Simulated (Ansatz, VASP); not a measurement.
**Two plane-wave programs on Mg**

```
Mg
1.0
     3.14652    0.00000    0.00000
    -1.57326    2.72496    0.00000
     0.00000    0.00000    5.04921
Mg
2
Direct
  0.33333 0.66667 0.25000
  0.66667 0.33333 0.75000
```

Alike in both runs: functional LDA; k mesh 12 × 12 × 8; occupations fermi-dirac, width 0.15 eV; no spin polarisation.

Ansatz relaxed the structure, and its values are those at the end. VASP's run is a single point on that final structure, the one shown.

|  | VASP | Ansatz |
| --- | --- | --- |
| version | VASP 6.6.1 | Ansatz 0.2.0 |
| potentials or method | VASP PAW LDA potentials, release 64 (Mg), cutoff 520 eV | scalar-relativistic, plane waves, PAW |
| valence electrons in the cell | 4 | 20 |

```csv
,VASP,Ansatz,Ansatz less VASP
gap on the k mesh at the Fermi level (eV),none,none,-
pressure (GPa),-0.3,0.0,+0.33
```

Ansatz warns that its potentials were made for another functional, while VASP's fit it. LDA's correlation is that of Perdew and Zunger in VASP and of Perdew and Wang (1992) in Ansatz. A gap of «none» marks a metal or a gap that the smearing closes. VASP's potentials hold 4 valence electrons a cell and Ansatz's 20, so a difference there can come from the potentials and not from the codes.
